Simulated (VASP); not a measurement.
Crystal: SrAlZnC6N6.

```xyz
15
Lattice="0.0000 5.0525 5.0525 5.0525 0.0000 5.0525 5.0525 5.0525 0.0000" Properties=species:S:1:pos:R:3 pbc="T T T"
Sr    7.5788    7.5788    7.5788
Al    0.0000    0.0000    0.0000
Zn    5.0525    5.0525    5.0525
C     1.8750    5.0525    5.0525
C     5.0525    5.0525    1.8750
C     5.0525    8.2300    5.0525
C     8.2300    5.0525    5.0525
C     5.0525    5.0525    8.2300
C     5.0525    1.8750    5.0525
N     3.0450    5.0525    5.0525
N     5.0525    5.0525    3.0450
N     5.0525    7.0600    5.0525
N     7.0600    5.0525    5.0525
N     5.0525    5.0525    7.0600
N     5.0525    3.0450    5.0525
```

- Program: VASP 6.6.1
- Task: relaxation of cell and atoms
- Functional: PBE
- Potentials or basis: VASP PAW PBE potentials, release 64 (Sr_sv, Al, Zn, C, N)
- Cutoff: 600 eV
- k mesh: 4 × 4 × 4
- Occupations: gaussian, width 0.1 eV
- Spin: no spin polarisation

At the start: pressure 11.4 GPa; volume 17.20 Å³/atom.

**Question.** Where does the relaxation end?

**Answer.** Over 8 steps the energy falls by 130.4 meV/atom and the volume is 20.80 Å³/atom (+21.0 %); space group F-43m (No. 216, to 0.1 Å) before and after.

The path:
| step | energy change (eV) | largest force (eV/Å) | pressure (GPa) | volume (Å³) |
| --- | --- | --- | --- | --- |
| 1 | 0.0000 | 1.7319 | 11.40 | 257.96 |
| 2 | -1.7098 | 3.0528 | 4.27 | 306.38 |
| 3 | -1.7174 | 2.8730 | 4.48 | 303.54 |
| 4 | -0.5120 | 5.8455 | -8.65 | 336.02 |
| 5 | -1.9544 | 0.2180 | -0.09 | 312.20 |
| 6 | -1.9549 | 0.0959 | 0.10 | 311.80 |
| 7 | -1.9549 | 0.0442 | 0.18 | 311.63 |
| 8 | -1.9554 | 0.0292 | 0.15 | 312.01 |

Final structure:
```
Sr Al Zn C N
1.0
     0.00000    5.38326    5.38326
     5.38326    0.00000    5.38326
     5.38326    5.38326    0.00000
Sr Al Zn C N
1 1 1 6 6
Direct
  0.75000 0.75000 0.75000
  0.00000 0.00000 0.00000
  0.50000 0.50000 0.50000
  0.80684 0.19316 0.19316
  0.19316 0.19316 0.80684
  0.80684 0.19316 0.80684
  0.19316 0.80684 0.80684
  0.80684 0.80684 0.19316
  0.19316 0.80684 0.19316
  0.69799 0.30201 0.30201
  0.30201 0.30201 0.69799
  0.69799 0.30201 0.69799
  0.30201 0.69799 0.69799
  0.69799 0.69799 0.30201
  0.30201 0.69799 0.30201
```

Caveat: the volume moved by over 15 % at a fixed basis, so the end points are rough.
